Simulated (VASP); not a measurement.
# GaP (dlda): single point with LDA

GaP (dlda):

```xyz
2
Lattice="0.0000 2.6957 2.6957 2.6957 0.0000 2.6957 2.6957 2.6957 0.0000" Properties=species:S:1:pos:R:3 pbc="T T T"
Ga    0.0000    0.0000    0.0000
P     4.0436    4.0436    4.0436
```

* Program: VASP 6.6.1
* Task: single point
* Functional: LDA
* Potentials or basis: VASP PAW LDA potentials, release 64 (Ga_d, P)
* Cutoff: 520 eV
* k mesh: 8 × 8 × 8
* Occupations: gaussian, width 0.02 eV
* Spin: no spin polarisation
* Dipole correction: no
* Further INCAR settings: ALGO = Normal; EDIFF = 1e-06; NBANDS = 16

```yaml
Pressure: 0.1 GPa
Band_gap_on_the_k_mesh: 1.43 eV, indirect (least direct gap 1.91 eV)
```

Levels at points of the mesh, in eV from the valence-band top:
| k point | band 7 | band 8 | band 9 | band 10 | band 11 | band 12 |
| --- | --- | --- | --- | --- | --- | --- |
| (0.00, 0.00, 0.00) | 0.00 | 0.00 | 0.00 | 1.91 | 3.78 | 3.78 |
| (0.50, 0.00, 0.00) | -6.90 | -1.18 | -1.18 | 1.62 | 4.62 | 4.62 |
| (0.50, 0.50, 0.00) | -7.00 | -2.82 | -2.82 | 1.43 | 1.65 | 10.70 |

Run time: 27 s on 1 thread of AMD EPYC 7R13, with other jobs on the host, peak memory 0.12 GiB.

A k mesh can miss the band edges.
